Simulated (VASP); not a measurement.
A run of VASP 6.6.1 is set up as follows.

Contents of INCAR:

```
PREC = Accurate ; ENCUT = 520
EDIFF = 1E-6 ; ISMEAR = 0
SIGMA = 0.05 ; LREAL = Auto
LASPH = T ; NELM = 100
ALGO = Normal ; ISIF = 2
LWAVE = F ; LCHARG = F
GGA = PE ; IVDW = 12
NBANDS = 91
```

Contents of KPOINTS:

```
Automatic mesh
0
Gamma
  2 2 1
```

File POSCAR:

```
HC32F
1.0
    9.8640000000      0.0000000000      0.0000000000
   -4.9320000000      8.5424750000      0.0000000000
    0.0000000000      0.0000000000     12.0000000000
C F H
32 1 1
Direct
   -0.0010488104     -0.0008595834      0.0805438515
    0.1655764487      0.0822595453      0.0805847348
   -0.0010659024      0.2492457001      0.0804710116
    0.1655731959      0.3327620823      0.0804578133
   -0.0009294614      0.4992677646      0.0805258900
    0.1657206521      0.5826392718      0.0804838889
   -0.0009293304      0.7492451111      0.0805824978
    0.1657199849      0.8325272800      0.0805600463
    0.2490848851     -0.0008579960      0.0805480077
    0.4157633189      0.0825787431      0.0805076668
    0.2490754298      0.2492534324      0.0807380154
    0.4160845563      0.3327631039      0.0804624405
    0.2490960309      0.4994068430      0.0804159788
    0.4157659380      0.5826365487      0.0804095664
    0.2490771826      0.7492611333      0.0805255272
    0.4157351921      0.8325905338      0.0805486705
    0.4990863033     -0.0007477781      0.0805595132
    0.6657486251      0.0826024227      0.0805486989
    0.4992057066      0.2492472081      0.0804778384
    0.6658136506      0.3326164794      0.0804932834
    0.4992060405      0.4994055267      0.0804186302
    0.6658147288      0.5826387834      0.0804859766
    0.4990894450      0.7492844484      0.0805225038
    0.6657498874      0.8325903606      0.0805477182
    0.7490600357     -0.0007483371      0.0805567277
    0.9157098088      0.0825782617      0.0805018685
    0.7490770195      0.2492584041      0.0805023613
    0.9156981176      0.3326175775      0.0804894526
    0.7490924130      0.4992667554      0.0805283543
    0.9157433714      0.5825914101      0.0805742955
    0.7490782277      0.7492608832      0.0805250082
    0.9157014439      0.8325251286      0.0805584098
    0.2552149863      0.2627301230      0.3408183050
    0.2533170784      0.2587298286      0.2625243470
```

Potentials or basis: VASP PAW PBE potentials, release 64 (C, F, H).

Run with:

```sh
$ cat potpaw_PBE.64/C/POTCAR potpaw_PBE.64/F/POTCAR potpaw_PBE.64/H/POTCAR > POTCAR
$ mpirun -np 1 vasp_std > vasp.out
```

(1) What does it give for the largest force?

(2) Predict the dispersion energy per atom.

## Answers

(1) 0.283 eV/Å.

(2) -0.087 eV.
